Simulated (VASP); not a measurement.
## BeC2: single point with LDA

The system is BeC2.

```
Be C
1.0
    -1.77572    1.77572    2.32088
     1.77572   -1.77572    2.32088
     1.77572    1.77572   -2.32088
Be C
1 2
Direct
  0.00000 0.00000 0.00000
  0.63406 0.63406 0.00000
  0.36594 0.36594 0.00000
```

| Quantity | Value |
| --- | --- |
| Program | VASP 6.6.1 |
| Task | single point |
| Functional | LDA |
| Potentials or basis | VASP PAW LDA potentials, release 64 (Be, C) |
| Cutoff | 520 eV |
| k mesh | 12 × 12 × 12 |
| Occupations | gaussian, width 0.02 eV |
| Spin | no spin polarisation |

* Pressure: 0.2 GPa
* Largest force: 0.125 eV/Å
* Band gap on the k mesh: 1.97 eV (least direct gap 2.75 eV)

Forces on the atoms (eV/Å):
```
Be   0.000  0.000  0.000
C    0.000  0.000  0.125
C    0.000  0.000 -0.125
```

Stress tensor (GPa, compression positive):
```
0.16 0.00 0.00
0.00 0.16 0.00
0.00 0.00 0.27
```

Levels at points of the mesh, in eV from the valence-band top:
```tsv
k point	band 3	band 4	band 5	band 6	band 7	band 8
(0.00, 0.00, 0.00)	-3.12	-0.03	-0.03	4.05	4.05	7.99
(0.50, 0.00, 0.00)	-3.44	-1.32	-0.79	3.11	3.59	9.48
(0.50, 0.50, 0.00)	-5.11	-3.41	-0.78	1.97	7.29	9.17
(0.50, 0.50, 0.50)	-3.35	-3.35	-2.04	6.69	7.01	8.61
```

Run time: 25 s on 1 thread of Intel(R) Xeon(R) Platinum 8559C (Emerald Rapids), on a shared host, peak memory 0.17 GiB.

A k mesh can miss the band edges.
